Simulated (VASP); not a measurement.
Input of a VASP 6.6.1 run:

The input INCAR:

```
SYSTEM = V
PREC = Accurate
ENCUT = 600
EDIFF = 1E-7
ISMEAR = -1
SIGMA = 0.05
LREAL = .FALSE.
LASPH = .TRUE.
NELM = 150
ALGO = Normal
ISIF = 3
LWAVE = .FALSE.
LCHARG = .FALSE.
ISPIN = 2
MAGMOM = 2
LORBIT = 11
LMAXMIX = 4
GGA = PS
IVDW = 12
IBRION = 2
NSW = 80
EDIFFG = -0.005
```

File KPOINTS:

```
regular mesh
0
G
  12 12 12
  0 0 0
```

File POSCAR:

```
V
1.0
   -1.5143500000      1.5143500000      1.5143500000
    1.5143500000     -1.5143500000      1.5143500000
    1.5143500000      1.5143500000     -1.5143500000
V
1
Direct
    0.0000000000      0.0000000000      0.0000000000
```

Potentials or basis: VASP PAW PBE potentials, release 64 (V_sv).

Command:

```console
$ cat potpaw_PBE.64/V_sv/POTCAR > POTCAR
$ mpirun -np 1 vasp_std > vasp.out
```

What does it give for the relaxed cell?

a = 2.524 Å, b = 2.524 Å, c = 2.524 Å, α = 109.47°, β = 109.47°, γ = 109.47°.

Estimate the relaxed volume.

12.37 Å³/atom.

Estimate the space group after relaxing (to 0.1 Å).

Im-3m (No. 229).

Step by step:
| step | energy change (eV) | largest force (eV/Å) | pressure (GPa) | volume (Å³) |
| --- | --- | --- | --- | --- |
| 1 | 0.0000 | 0.0000 | -19.35 | 13.89 |
| 2 | 0.0661 | 0.0000 | 37.72 | 10.78 |
| 3 | -0.0998 | 0.0000 | -0.68 | 12.42 |
| 4 | -0.0999 | 0.0000 | -0.10 | 12.38 |
| 5 | -0.0999 | 0.0000 | 0.39 | 12.35 |
| 6 | -0.0998 | 0.0000 | -0.41 | 12.40 |
| 7 | -0.0999 | 0.0000 | 0.01 | 12.37 |

Caveat: the PAW data sets were made with another functional, which shifts forces and pressure a little.
